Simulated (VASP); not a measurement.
Wanted: the native input for a VASP 6.6.1 run.

```yaml
Task: single point
Functional: PBE
Potentials_or_basis: VASP PAW PBE potentials, release 64 (Al, Ni)
Cutoff: 520 eV
k_mesh: 18 × 18 × 18
Occupations: gaussian, width 0.15 eV
Spin: no spin polarisation
Dipole_correction: no
Further_INCAR_settings: ALGO = Fast; EDIFF = 1e-06; NBANDS = 14
```

The structure of AlNi lies in POSCAR:

```
AlNi
1.0
    2.8829125466      0.0748808454      0.0748808454
    0.0748808454      2.8829125466      0.0748808454
    0.0748808454      0.0748808454      2.8829125466
Al Ni
1 1
Direct
    0.0000000000      0.0000000000      0.0000000000
    0.5000000000      0.5000000000      0.5000000000
```

This cell differs from its parent crystal: ratio of the length along [111] to the lengths across it x 1.08, volume and fractional coordinates fixed.

The input as run:

INCAR

```
ALGO     = Fast           # electronic algorithm
EDIFF    = 1E-6           # SCF threshold, eV
ENCUT    = 520            # plane-wave cutoff, eV
GGA      = PE             # functional
ISIF     = 2              # what is computed and relaxed
ISMEAR   = 0              # smearing method
LASPH    = True           # aspherical terms in the spheres
LCHARG   = True           # write CHGCAR
LELF     = True           # ELF
LREAL    = False          # projectors in reciprocal space
LVHAR    = True         
LWAVE    = False          # write WAVECAR
NBANDS   = 14             # bands
NELM     = 80             # most SCF steps
PREC     = Accurate       # precision mode
SIGMA    = 0.15           # smearing width, eV
```

KPOINTS

```
k-points
0
Gamma
  18 18 18
```

Potentials or basis: VASP PAW PBE potentials, release 64 (Al, Ni).

Launch:

```bash
$ cat potpaw_PBE.64/Al/POTCAR potpaw_PBE.64/Ni/POTCAR > POTCAR
$ mpirun -np 1 vasp_std > vasp.out
```

Results of the run:

```
Pressure : 3.0 GPa
```

Wall time 3 min on 1 thread of Intel(R) Xeon(R) Platinum 8259CL CPU @ 2.50GHz (Skylake/Cascade Lake), on a shared host, peak memory 0.3 GiB.
